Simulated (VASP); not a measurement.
# Lu (Fm-3m) in VASP: single point with r2SCAN

Aim: the single point of Lu with r2SCAN.

Program: VASP 6.6.1. These are calculated values, not measurements. Logs are shortened: lines on timing, memory, paths and dates and some standing lists are left out, and cuts for length are marked.

## Step 1: The cell of the first run

The structure is cubic, space group Fm-3m (No. 225). The conventional cell has a = 4.883 Å, b = 4.883 Å, c = 4.883 Å, α = 90.00°, β = 90.00°, γ = 90.00°. Lu (site symmetry m-3m) has 12 Lu at 3.45 Å within 4.5 Å.

This isn't the form of Lu at room conditions, which is hcp.

## Step 2: Single point, r2SCAN

File POSCAR:

```
Lu
1.0
    0.0000000000      2.4417060749      2.4417060749
    2.4417060749      0.0000000000      2.4417060749
    2.4417060749      2.4417060749      0.0000000000
Lu
1
Direct
    0.0000000000      0.0000000000      0.0000000000
```

File INCAR.step1:

```
SYSTEM = Lu
  PREC = Accurate
  ENCUT = 520
  ISMEAR = 0
  SIGMA = 0.05
  LREAL = .FALSE.
  LASPH = .TRUE.
  NELM = 100
  NBANDS = 18
  GGA = PE
  ALGO = Normal
  EDIFF = 1E-4
  LWAVE = .TRUE.
  LCHARG = .FALSE.
```

File INCAR.step2:

```
SYSTEM = Lu
  PREC = Accurate
  ENCUT = 520
  EDIFF = 1E-6
  ISMEAR = 0
  SIGMA = 0.05
  LREAL = .FALSE.
  LASPH = .TRUE.
  NELM = 100
  ALGO = Normal
  ISIF = 2
  LWAVE = .FALSE.
  LCHARG = .FALSE.
  METAGGA = R2SCAN
  LMIXTAU = .TRUE.
  NBANDS = 18
  ISTART = 1
```

File KPOINTS:

```
regular mesh
0
G
  16 16 16
  0 0 0
```

Potentials or basis: VASP PAW PBE potentials, release 64 (Lu).

On the command line:

```sh
$ cat potpaw_PBE.64/Lu/POTCAR > POTCAR
$ cp INCAR.step1 INCAR
$ mpirun -np 1 vasp_std > vasp.out
$ cp INCAR.step2 INCAR
$ mpirun -np 1 vasp_std > vasp.out
```

OUTCAR:

```text
SYSTEM = Lu
   PREC = Accurate
   ENCUT = 520
   EDIFF = 1E-6
   ISMEAR = 0
   LREAL = .FALSE.
   LASPH = .TRUE.
   NELM = 100
   ISIF = 2
   METAGGA = R2SCAN
   ISTART = 1

 ion  position               nearest neighbor table
   1  0.000  0.000  0.000-

  LATTYP: Found a face centered cubic cell.
 ALAT       =     4.8834121498

  Lattice vectors:

 A1 = (   0.0000000000,   2.4417060749,   2.4417060749)
 A2 = (   2.4417060749,   0.0000000000,   2.4417060749)
 A3 = (   2.4417060749,   2.4417060749,   0.0000000000)

Analysis of symmetry for initial positions (statically):
=====================================================================
 Subroutine PRICEL returns:
 Original cell was already a primitive cell.

 Routine SETGRP: Setting up the symmetry group for a
 face centered cubic supercell.

 Subroutine GETGRP returns: Found 48 space group operations
 (whereof 48 operations were pure point group operations)
 out of a pool of 48 trial point group operations.

The static configuration has the point symmetry O_h .

Analysis of symmetry for dynamics (positions and initial velocities):
=====================================================================
 Subroutine PRICEL returns:
 Original cell was already a primitive cell.

 Routine SETGRP: Setting up the symmetry group for a
 face centered cubic supercell.

 Subroutine GETGRP returns: Found 48 space group operations
 (whereof 48 operations were pure point group operations)
 out of a pool of 48 trial point group operations.

The dynamic configuration has the point symmetry O_h .

 Subroutine INISYM returns: Found 48 space group operations
 (whereof 48 operations are pure point group operations),
 and found     1 'primitive' translations

----------------------------------------------------------------------------------------

                                     Primitive cell

  volume of cell :      29.1146

  direct lattice vectors                    reciprocal lattice vectors
     0.000000000  2.441706075  2.441706075    -0.204774852  0.204774852  0.204774852
     2.441706075  0.000000000  2.441706075     0.204774852 -0.204774852  0.204774852
     2.441706075  2.441706075  0.000000000     0.204774852  0.204774852 -0.204774852

  length of vectors
     3.453093846  3.453093846  3.453093846     0.354680448  0.354680448  0.354680448

  position of ions in fractional coordinates (direct lattice)
[... 73 lines left out ...]
   LSORBIT =      F    spin-orbit coupling
   LASPH  =      T    aspherical Exc in radial PAW
   ENCUT  =  520.0 eV  38.22 Ry    6.18 a.u.   6.42  6.42  6.42*2*pi/ulx,y,z
   NELM   =    100;   NELMIN=  2; NELMDL=  0     # of ELM steps
   EDIFF  = 0.1E-05   stopping-criterion for ELM
   LREAL  =      F    real-space projection
   EDIFFG = 0.1E-04   stopping-criterion for IOM
   NSW    =      0    number of steps for IOM
   IBRION =     -1    ionic relax: 0-MD 1-quasi-New 2-CG
   NFREE  =      0    steps in history (QN), initial steepest desc. (CG)
   ISIF   =      2    stress and relaxation
   ISYM   =      2    0-nonsym 1-usesym 2-fastsym
   POTIM  = 0.5000    time-step for ionic-motion
   TEBEG  =    0.0;   TEEND  =   0.0 temperature during run
   PSTRESS=    0.0 pullay stress
   NELECT =      25.0000    total number of electrons
   NUPDOWN=      -1.0000    fix difference up-down
   EMIN   =  10.00;   EMAX   =-10.00  energy-range for DOS
   EFERMI =   0.00;   METHOD = LEGACY
   ISMEAR =     0;   SIGMA  =   0.05  broadening in eV -4-tet -1-fermi 0-gaus
   EFERMI_NEDOS =   21; number of points for ismear=-14 and -15
   IALGO  =     38    algorithm
   IMIX   =      4    mixing-type and parameters
     AMIX     =   0.40;   BMIX     =  1.00
     AMIX_MAG =   1.60;   BMIX_MAG =  1.00
  volume/ion in A,a.u.               =      29.11       196.47
  Fermi-wavevector in a.u.,A,eV,Ry     =   1.556031  2.940471 32.942849  2.421231
  Thomas-Fermi vector in A             =   2.659886
   LORBIT       =      0    0 simple, 1 ext, 2 COOP (PROOUT), +10 PAW based schemes
   METAGGA = R2SCAN    functional components
   LHFCALC =     F    Hartree Fock is set to
   AEXX    =    0.0000 exact exchange contribution
   IVDW    =     0    specifies the selected vdW correction
   LEPSILON=     F    determine dielectric tensor
   LRPA    =     F    only Hartree local field effects (RPA)
 non-spin polarized calculation
 Gauss-broadening in eV      SIGMA  =   0.05
  energy-cutoff  :      520.00
  volume of cell :       29.11
 maximum number of plane-waves:       817
 NGX is ok and might be reduce to    28
   NGX = 13   NGY = 13   NGZ = 13

 number of electron      25.0000003 magnetization

 Free energy of the ion-electron system (eV)
  ---------------------------------------------------
  ext. energy  EPLUGINS =         0.00000000
  ---------------------------------------------------
  free energy    TOTEN  =       -38.00061104 eV

  energy without entropy =      -37.99833819  energy(sigma->0) =      -37.99947462

 E-fermi :   2.2155     XC(G=0): -11.6128

 val. band max:        2.2124921123   @ k =  -0.3125   0.2500   0.0625
 cond. band min:       2.2175106244   @ k =   0.5000   0.3125   0.1250
 fundamental gap:      0.0050185121
 Fermi energy:         2.2154947062

 k-point     1 :       0.0000    0.0000    0.0000
  band No.  band energies     occupation
      1     -55.7063      2.00000
      2     -25.4650      2.00000
      3     -25.4650      2.00000
      4     -25.4650      2.00000
      5      -4.1427      2.00000
      6      -3.0035      2.00000
[... 481 lines left out ...]
      5      -3.8435      2.00000
      6      -2.9976      2.00000
[... 10 lines left out ...]
     17       7.2282      0.00000
     18      13.5648      0.00000

 [... further k-points ...]

------------------------ aborting loop because EDIFF is reached ----------------------------------------

  FORCE on cell =-STRESS in cart. coord.  units (eV):
  Direction    XX          YY          ZZ          XY          YZ          ZX
  --------------------------------------------------------------------------------------
  -------------------------------------------------------------------------------------
  Total        0.0470940      0.0470940      0.0470940     -0.0000000      0.0000000      0.0000000
  in kB        2.5915856      2.5915856      2.5915856     -0.0000000      0.0000000      0.0000000
  external PRESSURE =       2.5915856 kB  Pullay stress =       0.0000000 kB

 VOLUME and BASIS-vectors are now :
 -----------------------------------------------------------------------------
  energy-cutoff  :      520.00
  volume of cell :       29.11
      direct lattice vectors                 reciprocal lattice vectors
     0.000000000  2.441706075  2.441706075    -0.204774852  0.204774852  0.204774852
     2.441706075  0.000000000  2.441706075     0.204774852 -0.204774852  0.204774852
     2.441706075  2.441706075  0.000000000     0.204774852  0.204774852 -0.204774852

 POSITION                                       TOTAL-FORCE (eV/Angst)
 -----------------------------------------------------------------------------------
      0.00000      0.00000      0.00000         0.000000      0.000000      0.000000
 -----------------------------------------------------------------------------------
    total drift:                               -0.000000     -0.000000     -0.000000

  FREE ENERGIE OF THE ION-ELECTRON SYSTEM (eV)
  ---------------------------------------------------
  free  energy   TOTEN  =       -38.0006110449 eV

  energy  without entropy=      -37.9983381928  energy(sigma->0) =      -37.99947462
```

OUTCAR.step1:

```text
SYSTEM = Lu
   PREC = Accurate
   ENCUT = 520
   ISMEAR = 0
   LREAL = .FALSE.
   LASPH = .TRUE.
   NELM = 100
[... 721 lines left out ...]
 -----------------------------------------------------------------------------------
      0.00000      0.00000      0.00000         0.000000      0.000000      0.000000
 -----------------------------------------------------------------------------------
    total drift:                               -0.000000     -0.000000      0.000000

  FREE ENERGIE OF THE ION-ELECTRON SYSTEM (eV)
  ---------------------------------------------------
  free  energy   TOTEN  =        -4.4792457335 eV

  energy  without entropy=       -4.4766988618  energy(sigma->0) =       -4.47797230
```

It took 5.5 min on 1 thread of AMD EPYC 7R43 (Zen 3), shared host; peak memory 0.2 GiB.

Results:

- Free energy: -38.0006 eV
- Pressure: 0.3 GPa
- Band gap on the k mesh: zero (an odd number of electrons rules out a gap without spin polarisation)

Caveat: the PAW data sets were made with another functional, which shifts forces and pressure a little; spin-orbit coupling is left out, which moves the levels of the heavy elements.
